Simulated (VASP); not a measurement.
# BaTiO3 in VASP: a series of runs

BaTiO3 is run at these levels: PBE; tasks: single point.

All numbers are computed with VASP 6.6.1; they aren't measurements. Logs are shortened: lines on timing, memory, paths and dates and some standing lists are left out, and cuts for length are marked.

## 1. The cell of the first run

Symmetry: Pm-3m, No. 221, cubic system. Conventional cell: a = 4.086 Å, b = 4.086 Å, c = 4.086 Å, α = 90.00°, β = 90.00°, γ = 90.00°. Ba (site symmetry m-3m) has 12 O at 2.89 Å and 8 Ti at 3.54 Å within 3.8 Å. Within 2.7 Å of Ti (site symmetry m-3m) lie 6 O at 2.04 Å. O (site symmetry 4/mmm) has 2 Ti at 2.04 Å within 2.7 Å.

## 2. Single point, PBE (volume scaled by 1.06)

The input, INCAR:

```
  PREC = Accurate
  ENCUT = 520
  EDIFF = 1E-7
  ISMEAR = -1
  SIGMA = 0.05
  LREAL = False
  LASPH = True
  NELM = 60
  ALGO = Normal
  ISIF = 2
  LWAVE = False
  LCHARG = False
  GGA = PE
  NBANDS = 28
```

The input, KPOINTS:

```
Automatic mesh
0
Gamma
  8 8 8
```

The input, POSCAR:

```
BaTiO3
1.0
    4.0858944633      0.0000000000      0.0000000000
    0.0000000000      4.0858944633      0.0000000000
    0.0000000000      0.0000000000      4.0858944633
Ba Ti O
1 1 3
Direct
    0.5000000000      0.5000000000      0.5000000000
    0.0000000000      0.0000000000      0.0000000000
    0.5000000000      0.0000000000      0.0000000000
    0.0000000000      0.5000000000      0.0000000000
    0.0000000000      0.0000000000      0.5000000000
```

Potentials or basis: VASP PAW PBE potentials, release 64 (Ba_sv, Ti_sv, O).

The run is started by

```bash
$ cat potpaw_PBE.64/Ba_sv/POTCAR potpaw_PBE.64/Ti_sv/POTCAR potpaw_PBE.64/O/POTCAR > POTCAR
$ mpirun -np 1 vasp_std > vasp.out
```

OUTCAR:

```text
PREC = Accurate
   ENCUT = 520
   EDIFF = 1E-7
   ISMEAR = -1
   LREAL = False
   LASPH = True
   NELM = 60
   ISIF = 2
   GGA = PE

 ion  position               nearest neighbor table
   1  0.500  0.500  0.500-   3 2.89   4 2.89   5 2.89   3 2.89   4 2.89   3 2.89   5 2.89   3 2.89
                             4 2.89   5 2.89   4 2.89   5 2.89   2 3.54   2 3.54   2 3.54   2 3.54
   2  0.000  0.000  0.000-   3 2.04   4 2.04   5 2.04   5 2.04   4 2.04   3 2.04   1 3.54   1 3.54
                             1 3.54   1 3.54   1 3.54   1 3.54   1 3.54   1 3.54
   3  0.500  0.000  0.000-   2 2.04   2 2.04   1 2.89   1 2.89   1 2.89   1 2.89
   4  0.000  0.500  0.000-   2 2.04   2 2.04   1 2.89   1 2.89   1 2.89   1 2.89
   5  0.000  0.000  0.500-   2 2.04   2 2.04   1 2.89   1 2.89   1 2.89   1 2.89

  LATTYP: Found a simple cubic cell.
 ALAT       =     4.0858944633

  Lattice vectors:

 A1 = (   4.0858944633,   0.0000000000,   0.0000000000)
 A2 = (   0.0000000000,   4.0858944633,   0.0000000000)
 A3 = (   0.0000000000,   0.0000000000,   4.0858944633)

Analysis of symmetry for initial positions (statically):
=====================================================================
 Subroutine PRICEL returns:
 Original cell was already a primitive cell.

 Routine SETGRP: Setting up the symmetry group for a
 simple cubic supercell.

 Subroutine GETGRP returns: Found 48 space group operations
 (whereof 48 operations were pure point group operations)
 out of a pool of 48 trial point group operations.

The static configuration has the point symmetry O_h .

Analysis of symmetry for dynamics (positions and initial velocities):
=====================================================================
 Subroutine PRICEL returns:
 Original cell was already a primitive cell.

 Routine SETGRP: Setting up the symmetry group for a
 simple cubic supercell.

 Subroutine GETGRP returns: Found 48 space group operations
 (whereof 48 operations were pure point group operations)
 out of a pool of 48 trial point group operations.

The dynamic configuration has the point symmetry O_h .

 Subroutine INISYM returns: Found 48 space group operations
 (whereof 48 operations are pure point group operations),
 and found     1 'primitive' translations

----------------------------------------------------------------------------------------

                                     Primitive cell

  volume of cell :      68.2121

  direct lattice vectors                    reciprocal lattice vectors
     4.085894463  0.000000000  0.000000000     0.244744452  0.000000000  0.000000000
     0.000000000  4.085894463  0.000000000     0.000000000  0.244744452  0.000000000
     0.000000000  0.000000000  4.085894463     0.000000000  0.000000000  0.244744452

  length of vectors
     4.085894463  4.085894463  4.085894463     0.244744452  0.244744452  0.244744452

  position of ions in fractional coordinates (direct lattice)
     0.500000000  0.500000000  0.500000000
     0.000000000  0.000000000  0.000000000
     0.500000000  0.000000000  0.000000000
     0.000000000  0.500000000  0.000000000
     0.000000000  0.000000000  0.500000000

  ion indices of the primitive-cell ions
   primitive index   ion index
                 1           1
                 2           2
                 3           3
                 4           4
                 5           5

----------------------------------------------------------------------------------------

 KPOINTS: Automatic mesh

Automatic generation of k-mesh.
 Grid dimensions read from file:
 generate k-points for:    8    8    8

 Generating k-lattice:

  Cartesian coordinates                     Fractional coordinates (reciprocal lattice)
     0.030593056  0.000000000  0.000000000     0.125000000  0.000000000  0.000000000
     0.000000000  0.030593056  0.000000000     0.000000000  0.125000000  0.000000000
     0.000000000  0.000000000  0.030593056     0.000000000  0.000000000  0.125000000

  Length of vectors
     0.030593056  0.030593056  0.030593056

  Shift w.r.t. Gamma in fractional coordinates (k-lattice)
     0.000000000  0.000000000  0.000000000

 Subroutine IBZKPT returns following result:
 ===========================================

 Found     35 irreducible k-points:

 Following reciprocal coordinates:
            Coordinates               Weight
  0.000000  0.000000  0.000000      1.000000
  0.125000  0.000000  0.000000      6.000000
  0.250000  0.000000  0.000000      6.000000
  0.375000  0.000000  0.000000      6.000000
  0.500000  0.000000  0.000000      3.000000
  0.125000  0.125000  0.000000     12.000000
[... 16 lines left out ...]
  0.375000  0.375000  0.125000     24.000000
  0.500000  0.375000  0.125000     24.000000
 [... further k-points ...]
   k-points           NKPTS =     35   k-points in BZ     NKDIM =     35   number of bands    NBANDS=     28
   number of dos      NEDOS =    301   number of ions     NIONS =      5
[... 32 lines left out ...]
   EFERMI_NEDOS =   21; number of points for ismear=-14 and -15
   IALGO  =     38    algorithm
   IMIX   =      4    mixing-type and parameters
     AMIX     =   0.40;   BMIX     =  1.00
     AMIX_MAG =   1.60;   BMIX_MAG =  1.00
  volume/ion in A,a.u.               =      13.64        92.06
  Fermi-wavevector in a.u.,A,eV,Ry     =   1.370275  2.589444 25.547022  1.877653
  Thomas-Fermi vector in A             =   2.496076
   LORBIT       =      0    0 simple, 1 ext, 2 COOP (PROOUT), +10 PAW based schemes
   GGA     = PE    functional components
   LHFCALC =     F    Hartree Fock is set to
   AEXX    =    0.0000 exact exchange contribution
   IVDW    =     0    specifies the selected vdW correction
   LEPSILON=     F    determine dielectric tensor
   LRPA    =     F    only Hartree local field effects (RPA)
 non-spin polarized calculation
  energy-cutoff  :      520.00
  volume of cell :       68.21
 maximum number of plane-waves:      1856
   NGX = 15   NGY = 15   NGZ = 15

 number of electron      39.9999991 magnetization

 Free energy of the ion-electron system (eV)
  ---------------------------------------------------
  ext. energy  EPLUGINS =         0.00000000
  ---------------------------------------------------
  free energy    TOTEN  =       -39.94011191 eV

  energy without entropy =      -39.94011191  energy(sigma->0) =      -39.94011191

 E-fermi :   4.1948     XC(G=0): -10.9370

 val. band max:        3.3689211156   @ k =   0.5000   0.5000   0.5000
 cond. band min:       4.9897261397   @ k =   0.0000   0.0000   0.0000
 fundamental gap:      1.6208050241
 Fermi energy:         4.1947537075

 k-point     1 :       0.0000    0.0000    0.0000
  band No.  band energies     occupation
      1     -53.5215      2.00000
      2     -29.7021      2.00000
      3     -29.7021      2.00000
      4     -29.7021      2.00000
      5     -21.6017      2.00000
      6     -13.3760      2.00000
[... 20 lines left out ...]
     27       8.3507      0.00000
     28      10.0966      0.00000

 k-point     2 :       0.1250    0.0000    0.0000
  band No.  band energies     occupation
      1     -53.5214      2.00000
      2     -29.7077      2.00000
      3     -29.7019      2.00000
      4     -29.7019      2.00000
      5     -21.5895      2.00000
      6     -13.3752      2.00000
[... 20 lines left out ...]
     27       8.6343      0.00000
     28      10.4601      0.00000

 k-point     3 :       0.2500    0.0000    0.0000
  band No.  band energies     occupation
      1     -53.5212      2.00000
      2     -29.7211      2.00000
      3     -29.7014      2.00000
      4     -29.7014      2.00000
      5     -21.5597      2.00000
      6     -13.4065      2.00000
[... 20 lines left out ...]
     27       9.3726      0.00000
     28      11.4463      0.00000

 k-point     4 :       0.3750    0.0000    0.0000
  band No.  band energies     occupation
      1     -53.5209      2.00000
      2     -29.7345      2.00000
      3     -29.7009      2.00000
      4     -29.7009      2.00000
      5     -21.5296      2.00000
      6     -13.4729      2.00000
[... 578 lines left out ...]
     27      11.3688      0.00000
     28      11.4905      0.00000

 k-point    23 :       0.3750    0.3750    0.1250
  band No.  band energies     occupation
      1     -53.5202      2.00000
      2     -29.7326      2.00000
      3     -29.7324      2.00000
      4     -29.7052      2.00000
      5     -21.4693      2.00000
      6     -13.0808      2.00000
[... 20 lines left out ...]
     27      11.2571      0.00000
     28      11.8632      0.00000

 k-point    24 :       0.5000    0.3750    0.1250
  band No.  band energies     occupation
      1     -53.5201      2.00000
      2     -29.7379      2.00000
      3     -29.7322      2.00000
      4     -29.7050      2.00000
      5     -21.4603      2.00000
      6     -13.0274      2.00000
[... 20 lines left out ...]
     27      11.2416      0.00000
     28      11.9689      0.00000

 [... further k-points ...]
[... 5 lines left out ...]
  --------------------------------------------------------------------------------------
  -------------------------------------------------------------------------------------
  Total       -2.4516621     -2.4516621     -2.4516621     -0.0000000     -0.0000000     -0.0000000
  in kB      -57.5850515    -57.5850515    -57.5850515     -0.0000000     -0.0000000     -0.0000000
  external PRESSURE =     -57.5850515 kB  Pullay stress =       0.0000000 kB

 VOLUME and BASIS-vectors are now :
 -----------------------------------------------------------------------------
  energy-cutoff  :      520.00
  volume of cell :       68.21
      direct lattice vectors                 reciprocal lattice vectors
     4.085894463  0.000000000  0.000000000     0.244744452  0.000000000  0.000000000
     0.000000000  4.085894463  0.000000000     0.000000000  0.244744452  0.000000000
     0.000000000  0.000000000  4.085894463     0.000000000  0.000000000  0.244744452

 POSITION                                       TOTAL-FORCE (eV/Angst)
 -----------------------------------------------------------------------------------
      2.04295      2.04295      2.04295         0.000000      0.000000      0.000000
      0.00000      0.00000      0.00000         0.000000      0.000000      0.000000
      2.04295      0.00000      0.00000         0.000000      0.000000      0.000000
      0.00000      2.04295      0.00000         0.000000      0.000000      0.000000
      0.00000      0.00000      2.04295         0.000000      0.000000      0.000000
 -----------------------------------------------------------------------------------
    total drift:                                0.000000     -0.000000      0.000000

  FREE ENERGIE OF THE ION-ELECTRON SYSTEM (eV)
  ---------------------------------------------------
  free  energy   TOTEN  =       -39.9401119149 eV

  energy  without entropy=      -39.9401119063  energy(sigma->0) =      -39.94011191
```

It took 51 s on 1 thread of Intel Xeon Platinum 8488C (Sapphire Rapids), shared host; peak memory 0.21 GiB.

What came out:

```
Free energy            : -39.9401 eV
Pressure               : -5.8 GPa
Band gap on the k mesh : 1.62 eV, indirect (least direct gap 1.82 eV)
```

Levels at points of the mesh, in eV from the valence-band top:
```
           k point  band 16  band 17  band 18  band 19  band 20  band 21  band 22  band 23  band 24  band 25
(0.00, 0.00, 0.00)    -1.00    -1.00    -0.20    -0.20    -0.20     1.62     1.62     1.62     3.49     3.49
(0.50, 0.00, 0.00)    -1.75    -1.75    -1.74    -0.71    -0.71     1.75     3.18     3.18     3.50     5.35
(0.50, 0.50, 0.00)    -2.48    -1.73    -0.90    -0.90    -0.08     3.19     3.19     3.58     4.26     7.02
(0.50, 0.50, 0.50)    -2.41    -2.41     0.00     0.00     0.00     3.78     3.78     3.78     6.45     6.45
```

Caveat: spin-orbit coupling is left out, which moves the levels of the heavy elements. A k mesh can miss the band edges.

## 3. Single point, PBE (zz strain of -2 %)

The input, INCAR:

```
PREC     = Accurate       # precision mode
ENCUT    = 520            # plane-wave cutoff, eV
EDIFF    = 1E-6           # SCF threshold, eV
ISMEAR   = -1             # smearing method
SIGMA    = 0.05           # smearing width, eV
LREAL    = F              # projectors in reciprocal space
LASPH    = T              # aspherical terms in the spheres
NELM     = 80             # most SCF steps
ALGO     = Normal         # electronic algorithm
ISIF     = 2              # what is computed and relaxed
LWAVE    = F              # write WAVECAR
LCHARG   = F              # write CHGCAR
GGA      = PE             # functional
NBANDS   = 28             # bands
```

The input, KPOINTS:

```
regular mesh
0
Gamma
  8 8 8
```

Edit POSCAR of step 2 so:

```diff
@@ -2,5 +2,5 @@
 1.0
-    4.0858944633      0.0000000000      0.0000000000
-    0.0000000000      4.0858944633      0.0000000000
-    0.0000000000      0.0000000000      4.0858944633
+    4.0073000000      0.0000000000      0.0000000000
+    0.0000000000      4.0073000000      0.0000000000
+    0.0000000000      0.0000000000      3.9271540000
 Ba Ti O
```

Potentials or basis: VASP PAW PBE potentials, release 64 (Ba_sv, Ti_sv, O).

The run is started by

```bash
$ cat potpaw_PBE.64/Ba_sv/POTCAR potpaw_PBE.64/Ti_sv/POTCAR potpaw_PBE.64/O/POTCAR > POTCAR
$ mpirun -np 1 vasp_std > vasp.out
```

It took 96 s on 1 thread of Intel Xeon Platinum 8375C at 2.90GHz (Ice Lake), shared host; peak memory 0.26 GiB.

Results (log left out):

```
Free energy            : -39.9184 eV
Pressure               : 7.1 GPa
Band gap on the k mesh : 1.73 eV, indirect (least direct gap 1.86 eV)
```

Stress tensor (GPa, compression positive):
```
 5.61  0.00  0.00
 0.00  5.61  0.00
 0.00  0.00 10.02
```

Levels at points of the mesh, in eV from the valence-band top:
| k point | band 16 | band 17 | band 18 | band 19 | band 20 | band 21 | band 22 | band 23 | band 24 | band 25 |
| --- | --- | --- | --- | --- | --- | --- | --- | --- | --- | --- |
| (0.00, 0.00, 0.00) | -1.16 | -1.09 | -0.16 | -0.16 | -0.13 | 1.73 | 1.77 | 1.77 | 3.92 | 4.07 |
| (0.50, 0.00, 0.00) | -1.97 | -1.79 | -1.79 | -0.73 | -0.71 | 1.93 | 3.49 | 3.50 | 4.04 | 6.04 |
| (0.50, 0.50, 0.00) | -2.67 | -1.73 | -1.00 | -1.00 | -0.15 | 3.51 | 3.51 | 3.91 | 5.01 | 7.67 |
| (0.00, 0.00, 0.50) | -2.02 | -1.99 | -1.95 | -0.75 | -0.75 | 1.92 | 3.67 | 3.67 | 3.93 | 6.14 |
| (0.50, 0.00, 0.50) | -2.76 | -1.73 | -0.83 | -0.82 | -0.10 | 3.50 | 3.68 | 4.03 | 4.81 | 7.86 |
| (0.50, 0.50, 0.50) | -2.49 | -2.29 | -0.05 | 0.00 | 0.00 | 4.18 | 4.28 | 4.28 | 6.71 | 6.81 |

Caveat: the cell differs from its parent crystal (zz strain of -2 %); spin-orbit coupling is left out, which moves the levels of the heavy elements.

## 4. Single point, PBE (zz strain of +1 %)

The input, INCAR:

```
SYSTEM = BaTiO3
PREC = Accurate
ENCUT = 520
EDIFF = 1E-6
ISMEAR = -1
SIGMA = 0.05
LREAL = .FALSE.
LASPH = .TRUE.
NELM = 80
ALGO = Normal
ISIF = 2
LWAVE = .FALSE.
LCHARG = .FALSE.
GGA = PE
NBANDS = 28
```

The input, KPOINTS:

```
regular mesh
0
G
  8 8 8
  0 0 0
```

Edit POSCAR of step 3 so:

```diff
@@ -4,3 +4,3 @@
     0.0000000000      4.0073000000      0.0000000000
-    0.0000000000      0.0000000000      3.9271540000
+    0.0000000000      0.0000000000      4.0473730000
 Ba Ti O
```

The run is started by

```bash
$ cat potpaw_PBE.64/Ba_sv/POTCAR potpaw_PBE.64/Ti_sv/POTCAR potpaw_PBE.64/O/POTCAR > POTCAR
$ mpirun -np 1 vasp_std > vasp.out
```

It took 100 s on 1 thread of Intel Xeon Platinum 8375C at 2.90GHz (Ice Lake), shared host; peak memory 0.27 GiB.

Results (log left out):

| Item | Value |
| --- | --- |
| Free energy | -39.9800 eV |
| Pressure | 1.6 GPa |
| Band gap on the k mesh | 1.70 eV, indirect (least direct gap 1.87 eV) |

Stress tensor (GPa, compression positive):
```
2.16 0.00 0.00
0.00 2.16 0.00
0.00 0.00 0.35
```

Levels at points of the mesh, in eV from the valence-band top:
| k point | band 17 | band 18 | band 19 | band 20 | band 21 | band 22 | band 23 | band 24 |
| --- | --- | --- | --- | --- | --- | --- | --- | --- |
| (0.00, 0.00, 0.00) | -1.07 | -0.18 | -0.17 | -0.17 | 1.70 | 1.70 | 1.72 | 3.76 |
| (0.50, 0.00, 0.00) | -1.86 | -1.86 | -0.74 | -0.73 | 1.86 | 3.43 | 3.43 | 3.78 |
| (0.50, 0.50, 0.00) | -1.73 | -0.84 | -0.84 | -0.08 | 3.44 | 3.44 | 3.85 | 4.57 |
| (0.00, 0.00, 0.50) | -1.75 | -1.75 | -0.72 | -0.72 | 1.86 | 3.35 | 3.35 | 3.84 |
| (0.50, 0.00, 0.50) | -1.74 | -0.92 | -0.92 | -0.11 | 3.36 | 3.44 | 3.80 | 4.66 |
| (0.50, 0.50, 0.50) | -2.39 | -0.02 | -0.02 | 0.00 | 4.05 | 4.05 | 4.09 | 6.63 |

Caveat: the cell differs from its parent crystal (zz strain of +1 %); spin-orbit coupling is left out, which moves the levels of the heavy elements. A k mesh can miss the band edges.

## 5. Single point, PBE (zz strain of +3 %)

The input, INCAR:

```
PREC = Accurate ; ENCUT = 520
EDIFF = 1E-6 ; ISMEAR = -1
SIGMA = 0.05 ; LREAL = False
LASPH = True ; NELM = 80
ALGO = Normal ; ISIF = 2
LWAVE = False ; LCHARG = True
GGA = PE ; LELF = True
LVHAR = True ; NBANDS = 28
```

The input, KPOINTS:

```
Automatic mesh
0
Gamma
  8 8 8
```

Edit POSCAR of step 4 so:

```diff
@@ -4,3 +4,3 @@
     0.0000000000      4.0073000000      0.0000000000
-    0.0000000000      0.0000000000      4.0473730000
+    0.0000000000      0.0000000000      4.1275190000
 Ba Ti O
```

The run is started by

```bash
$ cat potpaw_PBE.64/Ba_sv/POTCAR potpaw_PBE.64/Ti_sv/POTCAR potpaw_PBE.64/O/POTCAR > POTCAR
$ mpirun -np 1 vasp_std > vasp.out
```

It took 93 s on 1 thread of Intel Xeon Platinum 8375C at 2.90GHz (Ice Lake), shared host; peak memory 0.27 GiB.

The run converged. Its results:

```
Free energy            : -39.9636 eV
Pressure               : -1.4 GPa
Band gap on the k mesh : 1.62 eV, indirect (least direct gap 1.83 eV)
```

Stress tensor (GPa, compression positive):
```
 0.14  0.00  0.00
 0.00  0.14  0.00
 0.00  0.00 -4.64
```

Levels at points of the mesh, in eV from the valence-band top:
```csv
k point,band 16,band 17,band 18,band 19,band 20,band 21,band 22,band 23,band 24,band 25
"(0.00, 0.00, 0.00)",-1.04,-1.04,-0.23,-0.20,-0.20,1.62,1.62,1.67,3.53,3.75
"(0.50, 0.00, 0.00)",-1.94,-1.93,-1.84,-0.78,-0.74,1.78,3.36,3.37,3.59,5.64
"(0.50, 0.50, 0.00)",-2.74,-1.75,-0.77,-0.77,-0.07,3.36,3.36,3.79,4.27,7.51
"(0.00, 0.00, 0.50)",-1.86,-1.62,-1.62,-0.73,-0.73,1.80,3.13,3.13,3.76,5.47
"(0.50, 0.00, 0.50)",-2.48,-1.78,-1.02,-1.00,-0.16,3.14,3.37,3.65,4.54,7.15
"(0.50, 0.50, 0.50)",-2.38,-2.38,-0.05,-0.05,0.00,3.88,3.88,4.01,6.48,6.48
```

Caveat: the cell differs from its parent crystal (zz strain of +3 %); spin-orbit coupling is left out, which moves the levels of the heavy elements.

## 6. Summary

```csv
cell,gap on the mesh (eV),pressure (GPa)
"a = 4.086 Å, 5 atoms",1.62,-5.8
"a = 4.007, b = 4.007, c = 3.927 Å, 5 atoms",1.73,7.1
"a = 4.007, b = 4.007, c = 4.047 Å, 5 atoms",1.70,1.6
"a = 4.007, b = 4.007, c = 4.128 Å, 5 atoms",1.62,-1.4
```

Alike in all rows: task single point; level PBE; potentials or basis VASP PAW PBE potentials, release 64 (Ba_sv, Ti_sv, O); no spin polarisation; k mesh 8 × 8 × 8; cutoff (eV) 520; smearing fermi-dirac 0.05 eV.

Caveats: spin-orbit coupling is left out, which moves the levels of the heavy elements.

Absolute energies hang on the potentials; compare differences alone.
